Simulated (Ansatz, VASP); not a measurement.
**CdSn2O3: VASP beside Ansatz**

```
CELL_PARAMETERS angstrom
6.12694 0.00000 0.00000
-3.06347 5.30609 0.00000
0.00000 0.00000 3.08424
ATOMIC_POSITIONS crystal
Cd 0.00000 0.00000 0.00000
Sn 0.33333 0.66667 0.50000
Sn 0.66667 0.33333 0.50000
O 0.50000 0.00000 0.00000
O 0.00000 0.50000 0.00000
O 0.50000 0.50000 0.00000
```

Alike in both runs: functional PBE; k mesh 6 × 6 × 4; occupations gaussian, width 0.1 eV; no spin polarisation.

Ansatz relaxed the structure, and its values are those at the end. VASP's run is a single point on that final structure, the one shown.

```csv
,VASP,Ansatz
version,VASP 6.6.1,Ansatz 0.2.0
potentials or method,"VASP PAW PBE potentials, release 64 (Cd, Sn_d, O), cutoff 520 eV","scalar-relativistic, plane waves, PAW"
valence electrons in the cell,58,66
```

VASP gave:

| Item | Value |
| --- | --- |
| gap on the k mesh at the Fermi level (eV) | none |
| pressure (GPa) | 0.3 |

What did Ansatz give for the same quantities?

gap on the k mesh at the Fermi level (eV): none; pressure (GPa): 0.2.

A gap of «none» marks a metal or a gap that the smearing closes. VASP's potentials hold 58 valence electrons a cell and Ansatz's 66, so a difference there can come from the potentials and not from the codes.

The k mesh is coarse, so the values compare programs but aren't converged.
